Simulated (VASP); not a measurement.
TaMn2N3: single point with PBE

The system is TaMn2N3.

```xyz
6
Lattice="5.7725 0.0000 0.0000 -2.8863 4.9992 0.0000 0.0000 0.0000 2.8444" Properties=species:S:1:pos:R:3 pbc="T T T"
Ta    0.0000    0.0000    1.4222
Mn    0.0000    3.3328    1.4222
Mn    2.8863    1.6664    1.4222
N     2.8863    0.0000    1.4222
N    -1.4431    2.4996    1.4222
N     1.4431    2.4996    1.4222
```

```
Program             : VASP 6.6.1
Task                : single point
Functional          : PBE
Potentials or basis : VASP PAW PBE potentials, release 64 (Ta_pv, Mn_pv, N)
Cutoff              : 520 eV
k mesh              : 6 × 6 × 4
Occupations         : gaussian, width 0.1 eV
Spin                : collinear spin, ferromagnetic start
Starting moments    : [0.0, 4.0, 4.0, 0.0, 0.0, 0.0] μB
```

| Quantity | Value |
| --- | --- |
| Pressure | 0.2 GPa |
| Band gap on the k mesh | zero (filled and empty bands overlap) |
| Net moment | 0.00 μB per cell |
| Valence electrons inside the program's atomic spheres | Ta 8.46; Mn 12.51; N 3.71 |

Stress tensor (GPa, compression positive):
```
0.29 0.00 0.00
0.00 0.29 0.00
0.00 0.00 0.06
```

Levels at points of the mesh, in eV from the Fermi level:
Spin up:
```
           k point  band 24  band 25  band 26  band 27  band 28  band 29
(0.00, 0.00, 0.00)    -1.97    -1.87    -1.31    -0.55    -0.55    -0.20
(0.50, 0.00, 0.00)    -2.09    -0.52     0.08     0.52     0.91     1.53
(0.00, 0.00, 0.50)    -1.28    -1.28    -0.91    -0.91     0.74     1.23
(0.50, 0.00, 0.50)    -1.35    -0.30     0.16     0.43     0.56     1.61
```
Spin down:
| k point | band 24 | band 25 | band 26 | band 27 | band 28 | band 29 |
| --- | --- | --- | --- | --- | --- | --- |
| (0.00, 0.00, 0.00) | -1.97 | -1.87 | -1.31 | -0.55 | -0.55 | -0.20 |
| (0.50, 0.00, 0.00) | -2.09 | -0.52 | 0.08 | 0.52 | 0.91 | 1.53 |
| (0.00, 0.00, 0.50) | -1.28 | -1.28 | -0.91 | -0.91 | 0.74 | 1.23 |
| (0.50, 0.00, 0.50) | -1.35 | -0.30 | 0.16 | 0.43 | 0.56 | 1.61 |

Run time: 4.2 min on 1 thread of Oxide Virtual Turin-like Processor (shared host), peak memory 0.29 GiB.

Caveat: the k points lie up to 0.55 Å⁻¹ apart; the starting moments collapsed, and a magnetic state may lie lower; spin-orbit coupling is left out, which moves the levels of the heavy elements. With open d or f shells a metallic result of PBE can be an artefact of self-interaction; +U or a hybrid may open a gap.
